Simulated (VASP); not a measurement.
Here is a VASP 6.6.1 calculation.

INCAR

```
PREC = Accurate ; ENCUT = 500
EDIFF = 1E-7 ; ISMEAR = 0
SIGMA = 0.01 ; LREAL = False
LASPH = True ; NELM = 120
ALGO = Normal ; ISIF = 3
LWAVE = False ; LCHARG = False
GGA = PS ; IBRION = 2
NSW = 80 ; EDIFFG = -0.02
GGA_COMPAT = False ; NELMIN = 4
```

Contents of KPOINTS:

```
Automatic mesh
0
Gamma
  5 5 5
```

Contents of POSCAR:

```
PbS
1.0
    0.0000000000      2.9657500000      2.9657500000
    2.9657500000      0.0000000000      2.9657500000
    2.9657500000      2.9657500000      0.0000000000
Pb S
1 1
Direct
    0.0000000000      0.0000000000      0.0000000000
    0.5000000000      0.5000000000      0.5000000000
```

Potentials or basis: VASP PAW PBE potentials, release 64 (Pb_d, S).

Command:

```bash
$ cat potpaw_PBE.64/Pb_d/POTCAR potpaw_PBE.64/S/POTCAR > POTCAR
$ mpirun -np 1 vasp_std > vasp.out
```

Problem. Estimate the relaxed cell.

Solution. a = 4.167 Å, b = 4.167 Å, c = 4.167 Å, α = 60.00°, β = 60.00°, γ = 60.00°.

Problem. Estimate the space group after relaxing (to 0.05 Å).

Solution. Fm-3m (No. 225).

Step by step:
| step | energy change (eV) | largest force (eV/Å) | pressure (GPa) | volume (Å³) |
| --- | --- | --- | --- | --- |
| 1 | 0.0000 | 0.0000 | -1.12 | 52.17 |
| 2 | -0.0031 | 0.0000 | 0.42 | 50.81 |
| 3 | -0.0036 | 0.0000 | 0.00 | 51.17 |

Caveat: the PAW data sets were made with another functional, which shifts forces and pressure a little.
